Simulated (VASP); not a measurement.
Write the native input for VASP 6.6.1 that does the following.

* Task: single point
* Functional: r2SCAN
* Potentials or basis: VASP PAW PBE potentials, release 64 (Al, Ru_pv)
* Cutoff: 520 eV
* k mesh: 16 × 16 × 16
* Occupations: gaussian, width 0.15 eV
* Spin: no spin polarisation
* Dipole correction: no
* Further INCAR settings: ALGO = Normal; EDIFF = 1e-06; NBANDS = 16

Crystal: AlRu.

```
CELL_PARAMETERS angstrom
2.99160 0.00000 0.00000
0.00000 2.99160 0.00000
0.00000 0.00000 2.99160
ATOMIC_POSITIONS crystal
Al 0.85818 0.85818 0.89972
Ru 0.50000 0.50000 0.50000
```

This cell differs from its parent crystal: atom 1 (Al) moved by (-0.600, -0.300) A along [1 1 0] and z.

One way to write it, as run:

POSCAR

```
AlRu
1.0
    2.9916000000      0.0000000000      0.0000000000
    0.0000000000      2.9916000000      0.0000000000
    0.0000000000      0.0000000000      2.9916000000
Al Ru
1 1
Direct
   -0.1418184479     -0.1418184479     -0.1002807862
    0.5000000000      0.5000000000      0.5000000000
```

INCAR.step1

```
SYSTEM = AlRu
  PREC = Accurate
  ENCUT = 520
  ISMEAR = 0
  SIGMA = 0.15
  LREAL = .FALSE.
  LASPH = .TRUE.
  NELM = 60
  NBANDS = 16
  GGA = PE
  ALGO = Normal
  EDIFF = 1E-4
  LWAVE = .TRUE.
  LCHARG = .FALSE.
```

INCAR.step2

```
SYSTEM = AlRu
  PREC = Accurate
  ENCUT = 520
  EDIFF = 1E-6
  ISMEAR = 0
  SIGMA = 0.15
  LREAL = .FALSE.
  LASPH = .TRUE.
  NELM = 60
  ALGO = Normal
  ISIF = 2
  LWAVE = .FALSE.
  LCHARG = .TRUE.
  METAGGA = R2SCAN
  LMIXTAU = .TRUE.
  LELF = .TRUE.
  LVHAR = .TRUE.
  NBANDS = 16
  ISTART = 1
```

KPOINTS

```
Automatic mesh
0
G
  16 16 16
  0 0 0
```

Potentials or basis: VASP PAW PBE potentials, release 64 (Al, Ru_pv).

Launch:

```bash
$ cat potpaw_PBE.64/Al/POTCAR potpaw_PBE.64/Ru_pv/POTCAR > POTCAR
$ cp INCAR.step1 INCAR
$ mpirun -np 1 vasp_std > vasp.out
$ cp INCAR.step2 INCAR
$ mpirun -np 1 vasp_std > vasp.out
```

Results of the run:

```json
{
 "Pressure": "39.7 GPa",
 "Largest force": "11.271 eV/Å",
 "Band gap on the k mesh": "zero (an odd number of electrons rules out a gap without spin polarisation)"
}
```

Caveat: the cell differs from its parent crystal (atom 1 (Al) moved by (-0.600, -0.300) A along [1 1 0] and z); the cell stands under pressure; the PAW data sets were made with another functional, which shifts forces and pressure a little.

It took 8.2 min on 1 thread of Intel(R) Xeon(R) Platinum 8488C (Sapphire Rapids), with other jobs on the host, peak memory 0.53 GiB.
